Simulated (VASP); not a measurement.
# Ir (Fm-3m) in VASP: a series of runs

Ir is run at these levels: PBE; tasks: single point.

All numbers are computed with VASP 6.6.1; they aren't measurements. Logs are shortened: lines on timing, memory, paths and dates and some standing lists are left out, and cuts for length are marked.

### Step 1. The cell of the first run

Symmetry: Fm-3m, No. 225, cubic system. The conventional cell has a = 3.831 Å, b = 3.831 Å, c = 3.831 Å, α = 90.00°, β = 90.00°, γ = 90.00°. Within 3.6 Å of Ir (site symmetry m-3m) lie 12 Ir at 2.71 Å.

### Step 2. Single point, PBE, collinear spin, ferromagnetic start

INCAR reads:

```
ALGO = Normal ; EDIFF = 1E-7
ENCUT = 520 ; GGA = PE
ISIF = 2 ; ISMEAR = -1
ISPIN = 2 ; LASPH = T
LCHARG = F ; LMAXMIX = 4
LORBIT = 11 ; LREAL = F
LWAVE = F ; MAGMOM = 0.8
NBANDS = 14 ; NELM = 150
PREC = Accurate ; SIGMA = 0.03
```

KPOINTS reads:

```
k-points
0
Gamma
  15 15 15
```

POSCAR reads:

```
Ir
1.0
    0.0000000000      1.9156000000      1.9156000000
    1.9156000000      0.0000000000      1.9156000000
    1.9156000000      1.9156000000      0.0000000000
Ir
1
Direct
    0.0000000000      0.0000000000      0.0000000000
```

Potentials or basis: VASP PAW PBE potentials, release 64 (Ir).

The run is started by

```
$ cat potpaw_PBE.64/Ir/POTCAR > POTCAR
$ mpirun -np 1 vasp_std > vasp.out
```

OUTCAR:

```text
EDIFF = 1E-7
   ENCUT = 520
   GGA = PE
   ISIF = 2
   ISMEAR = -1
   ISPIN = 2
   LASPH = T
   LORBIT = 11
   LREAL = F
   NELM = 150
   PREC = Accurate

 ion  position               nearest neighbor table
   1  0.000  0.000  0.000-

  LATTYP: Found a face centered cubic cell.
 ALAT       =     3.8312000000

  Lattice vectors:

 A1 = (   0.0000000000,   1.9156000000,   1.9156000000)
 A2 = (   1.9156000000,   0.0000000000,   1.9156000000)
 A3 = (   1.9156000000,   1.9156000000,   0.0000000000)

Analysis of symmetry for initial positions (statically):
=====================================================================
 Subroutine PRICEL returns:
 Original cell was already a primitive cell.

 Routine SETGRP: Setting up the symmetry group for a
 face centered cubic supercell.

 Subroutine GETGRP returns: Found 48 space group operations
 (whereof 48 operations were pure point group operations)
 out of a pool of 48 trial point group operations.

The static configuration has the point symmetry O_h .

Analysis of symmetry for dynamics (positions and initial velocities):
=====================================================================
 Subroutine PRICEL returns:
 Original cell was already a primitive cell.

 Routine SETGRP: Setting up the symmetry group for a
 face centered cubic supercell.

 Subroutine GETGRP returns: Found 48 space group operations
 (whereof 48 operations were pure point group operations)
 out of a pool of 48 trial point group operations.

The dynamic configuration has the point symmetry O_h .

Analysis of structural, dynamic, and magnetic symmetry:
=====================================================================
 Subroutine PRICEL returns:
 Original cell was already a primitive cell.

 Routine SETGRP: Setting up the symmetry group for a
 face centered cubic supercell.

 Subroutine GETGRP returns: Found 48 space group operations
 (whereof 48 operations were pure point group operations)
 out of a pool of 48 trial point group operations.

The overall configuration has the point symmetry O_h .

 Subroutine INISYM returns: Found 48 space group operations
 (whereof 48 operations are pure point group operations),
 and found     1 'primitive' translations

----------------------------------------------------------------------------------------

                                     Primitive cell

  volume of cell :      14.0587

  direct lattice vectors                    reciprocal lattice vectors
     0.000000000  1.915600000  1.915600000    -0.261014826  0.261014826  0.261014826
     1.915600000  0.000000000  1.915600000     0.261014826 -0.261014826  0.261014826
     1.915600000  1.915600000  0.000000000     0.261014826  0.261014826 -0.261014826

  length of vectors
     2.709067500  2.709067500  2.709067500     0.452090940  0.452090940  0.452090940

  position of ions in fractional coordinates (direct lattice)
     0.000000000  0.000000000  0.000000000

  ion indices of the primitive-cell ions
   primitive index   ion index
                 1           1

----------------------------------------------------------------------------------------

 KPOINTS: k-points

Automatic generation of k-mesh.
 Grid dimensions read from file:
 generate k-points for:   15   15   15

 Generating k-lattice:

  Cartesian coordinates                     Fractional coordinates (reciprocal lattice)
    -0.017400988  0.017400988  0.017400988     0.066666667  0.000000000  0.000000000
     0.017400988 -0.017400988  0.017400988     0.000000000  0.066666667  0.000000000
     0.017400988  0.017400988 -0.017400988     0.000000000  0.000000000  0.066666667

  Length of vectors
     0.030139396  0.030139396  0.030139396

  Shift w.r.t. Gamma in fractional coordinates (k-lattice)
     0.000000000  0.000000000  0.000000000

 Subroutine IBZKPT returns following result:
 ===========================================

 Found    120 irreducible k-points:

 Following reciprocal coordinates:
            Coordinates               Weight
  0.000000  0.000000  0.000000      1.000000
  0.066667  0.000000  0.000000      8.000000
  0.133333  0.000000  0.000000      8.000000
  0.200000  0.000000  0.000000      8.000000
  0.266667  0.000000  0.000000      8.000000
  0.333333  0.000000  0.000000      8.000000
[... 16 lines left out ...]
  0.133333  0.133333  0.000000      6.000000
  0.200000  0.133333  0.000000     24.000000
 [... further k-points ...]
   k-points           NKPTS =    120   k-points in BZ     NKDIM =    120   number of bands    NBANDS=     14
   number of dos      NEDOS =    301   number of ions     NIONS =      1
   total plane-waves  NPLWV =   8000
   dimension x,y,z NGX =    20 NGY =   20 NGZ =   20
   dimension x,y,z NGXF=    40 NGYF=   40 NGZF=   40
   ions per type =               1
   NGX,Y,Z   is equivalent  to a cutoff of  12.27, 12.27, 12.27 a.u.
   NGXF,Y,Z  is equivalent  to a cutoff of  24.55, 24.55, 24.55 a.u.
 SYSTEM =  unknown system
   PREC   = accura    normal or accurate (medium, high low for compatibility)
   ISTART =      0    job   : 0-new  1-cont  2-samecut
   ICHARG =      2    charge: 1-file 2-atom 10-const
   ISPIN  =      2    spin polarized calculation?
   LNONCOLLINEAR =      F non collinear calculations
   LSORBIT =      F    spin-orbit coupling
   LASPH  =      T    aspherical Exc in radial PAW
   ENCUT  =  520.0 eV  38.22 Ry    6.18 a.u.   5.04  5.04  5.04*2*pi/ulx,y,z
   NELM   =    150;   NELMIN=  2; NELMDL= -5     # of ELM steps
   EDIFF  = 0.1E-06   stopping-criterion for ELM
   LREAL  =      F    real-space projection
   EDIFFG = 0.1E-05   stopping-criterion for IOM
   NSW    =      0    number of steps for IOM
   IBRION =     -1    ionic relax: 0-MD 1-quasi-New 2-CG
   NFREE  =      0    steps in history (QN), initial steepest desc. (CG)
   ISIF   =      2    stress and relaxation
   ISYM   =      2    0-nonsym 1-usesym 2-fastsym
   POTIM  = 0.5000    time-step for ionic-motion
   TEBEG  =    0.0;   TEEND  =   0.0 temperature during run
   PSTRESS=    0.0 pullay stress
   NELECT =       9.0000    total number of electrons
   NUPDOWN=      -1.0000    fix difference up-down
   EMIN   =  10.00;   EMAX   =-10.00  energy-range for DOS
   EFERMI =   0.00;   METHOD = LEGACY
   ISMEAR =    -1;   SIGMA  =   0.03  broadening in eV -4-tet -1-fermi 0-gaus
   EFERMI_NEDOS =   21; number of points for ismear=-14 and -15
   IALGO  =     38    algorithm
   IMIX   =      4    mixing-type and parameters
     AMIX     =   0.40;   BMIX     =  1.00
     AMIX_MAG =   1.60;   BMIX_MAG =  1.00
  volume/ion in A,a.u.               =      14.06        94.87
  Fermi-wavevector in a.u.,A,eV,Ry     =   1.410937  2.666284 27.085691  1.990742
  Thomas-Fermi vector in A             =   2.532839
   LORBIT       =     11    0 simple, 1 ext, 2 COOP (PROOUT), +10 PAW based schemes
   GGA     = PE    functional components
   LHFCALC =     F    Hartree Fock is set to
   AEXX    =    0.0000 exact exchange contribution
   IVDW    =     0    specifies the selected vdW correction
   LEPSILON=     F    determine dielectric tensor
   LRPA    =     F    only Hartree local field effects (RPA)
 spin polarized calculation
  energy-cutoff  :      520.00
  volume of cell :       14.06
 maximum number of plane-waves:       388
   NGX =  9   NGY =  9   NGZ =  9

 number of electron       9.0000000 magnetization      -0.0005488

 number of electron       9.0000000 magnetization       0.0000496

 Free energy of the ion-electron system (eV)
  ---------------------------------------------------
  ext. energy  EPLUGINS =         0.00000000
  ---------------------------------------------------
  free energy    TOTEN  =        -8.83981541 eV

  energy without entropy =       -8.83655659  energy(sigma->0) =       -8.83818600

 E-fermi :  10.5814     XC(G=0): -14.0260

 val. band max:       10.5739946577   @ k =  -0.3333   0.2667   0.0667
 cond. band min:      10.5966103199   @ k =  -0.3333   0.2000   0.0667
 fundamental gap:      0.0226156621
 Fermi energy:        10.5813824106

 spin component 1

 k-point     1 :       0.0000    0.0000    0.0000
  band No.  band energies     occupation
      1      -0.6717      1.00000
      2       6.5911      1.00000
      3       6.5911      1.00000
      4       6.5911      1.00000
      5       9.3072      1.00000
      6       9.3072      1.00000
      7      24.8281      0.00000
      8      30.4531      0.00000
      9      30.4531      0.00000
     10      30.4531      0.00000
     11      35.3414      0.00000
     12      42.7507      0.00000
     13      42.7507      0.00000
     14      42.7507      0.00000

 k-point     2 :       0.0667    0.0000    0.0000
  band No.  band energies     occupation
      1      -0.4729      1.00000
      2       6.4850      1.00000
      3       6.6771      1.00000
      4       6.6771      1.00000
      5       9.2517      1.00000
      6       9.2517      1.00000
      7      25.1721      0.00000
      8      29.4379      0.00000
      9      30.7812      0.00000
     10      30.7812      0.00000
     11      36.5196      0.00000
     12      41.9768      0.00000
     13      42.5255      0.00000
     14      42.5255      0.00000
[... 343 lines left out ...]
      1       0.3544      1.00000
      2       5.8505      1.00000
      3       7.1871      1.00000
      4       7.1871      1.00000
      5       8.4576      1.00000
      6       9.6128      1.00000
      7      26.5866      0.00000
      8      28.7685      0.00000
      9      30.6697      0.00000
     10      30.6697      0.00000
     11      39.6024      0.00000
     12      39.6024      0.00000
     13      40.2512      0.00000
     14      41.1175      0.00000

 k-point    24 :       0.2000    0.1333    0.0000
  band No.  band energies     occupation
      1       0.9886      1.00000
      2       5.5297      1.00000
      3       7.3799      1.00000
      4       7.4797      1.00000
      5       8.2796      1.00000
      6       9.7782      1.00000
      7      27.5539      0.00000
      8      27.6444      0.00000
      9      30.7646      0.00000
     10      31.2912      0.00000
     11      37.2885      0.00000
     12      38.4231      0.00000
     13      40.0637      0.00000
     14      42.9116      0.00000

 [... further k-points ...]

 spin component 2

 k-point     1 :       0.0000    0.0000    0.0000
  band No.  band energies     occupation
      1      -0.6716      1.00000
      2       6.5911      1.00000
      3       6.5911      1.00000
      4       6.5911      1.00000
      5       9.3072      1.00000
      6       9.3072      1.00000
      7      24.8282      0.00000
      8      30.4531      0.00000
      9      30.4531      0.00000
     10      30.4531      0.00000
     11      35.3414      0.00000
     12      42.7508      0.00000
     13      42.7508      0.00000
     14      42.7508      0.00000

 k-point     2 :       0.0667    0.0000    0.0000
  band No.  band energies     occupation
      1      -0.4729      1.00000
      2       6.4851      1.00000
      3       6.6772      1.00000
      4       6.6772      1.00000
      5       9.2517      1.00000
      6       9.2517      1.00000
      7      25.1722      0.00000
      8      29.4379      0.00000
      9      30.7813      0.00000
     10      30.7813      0.00000
     11      36.5197      0.00000
     12      41.9768      0.00000
     13      42.5255      0.00000
     14      42.5255      0.00000
[... 343 lines left out ...]
      1       0.3544      1.00000
      2       5.8505      1.00000
      3       7.1871      1.00000
      4       7.1871      1.00000
      5       8.4577      1.00000
      6       9.6129      1.00000
      7      26.5866      0.00000
      8      28.7685      0.00000
      9      30.6697      0.00000
     10      30.6697      0.00000
     11      39.6024      0.00000
     12      39.6024      0.00000
     13      40.2512      0.00000
     14      41.1176      0.00000

 k-point    24 :       0.2000    0.1333    0.0000
  band No.  band energies     occupation
      1       0.9886      1.00000
      2       5.5298      1.00000
      3       7.3799      1.00000
      4       7.4798      1.00000
      5       8.2797      1.00000
      6       9.7783      1.00000
      7      27.5540      0.00000
      8      27.6445      0.00000
      9      30.7647      0.00000
     10      31.2912      0.00000
     11      37.2886      0.00000
     12      38.4231      0.00000
     13      40.0638      0.00000
     14      42.9117      0.00000

 [... further k-points ...]

------------------------ aborting loop because EDIFF is reached ----------------------------------------

  FORCE on cell =-STRESS in cart. coord.  units (eV):
  Direction    XX          YY          ZZ          XY          YZ          ZX
  --------------------------------------------------------------------------------------
  -------------------------------------------------------------------------------------
  Total        1.0594943      1.0594943      1.0594943      0.0000000     -0.0000000      0.0000000
  in kB      120.7437737    120.7437737    120.7437737      0.0000000     -0.0000000      0.0000000
  external PRESSURE =     120.7437737 kB  Pullay stress =       0.0000000 kB

 VOLUME and BASIS-vectors are now :
 -----------------------------------------------------------------------------
  energy-cutoff  :      520.00
  volume of cell :       14.06
      direct lattice vectors                 reciprocal lattice vectors
     0.000000000  1.915600000  1.915600000    -0.261014826  0.261014826  0.261014826
     1.915600000  0.000000000  1.915600000     0.261014826 -0.261014826  0.261014826
     1.915600000  1.915600000  0.000000000     0.261014826  0.261014826 -0.261014826

 POSITION                                       TOTAL-FORCE (eV/Angst)
 -----------------------------------------------------------------------------------
      0.00000      0.00000      0.00000         0.000000      0.000000      0.000000
 -----------------------------------------------------------------------------------
    total drift:                                0.000000      0.000000      0.000000

  FREE ENERGIE OF THE ION-ELECTRON SYSTEM (eV)
  ---------------------------------------------------
  free  energy   TOTEN  =        -8.8398154087 eV

  energy  without entropy=       -8.8365565902  energy(sigma->0) =       -8.83818600

 total charge

# of ion       s       p       d       tot
------------------------------------------
    1        0.678   0.750   6.992   8.421

 magnetization (x)

# of ion       s       p       d       tot
------------------------------------------
    1       -0.000   0.000   0.000   0.000
```

Wall time 76 s (1 thread of Intel Xeon 8259CL, shared host); peak memory 0.16 GiB.

Results:

```
Free energy                                           : -8.8398 eV
Pressure                                              : 12.1 GPa
Net moment                                            : 0.00 μB per cell
Valence electrons inside the program's atomic spheres : Ir 8.42
```

Caveat: spin-orbit coupling is left out, which moves the levels of the heavy elements.

(Part 1 of 2 ends here.)
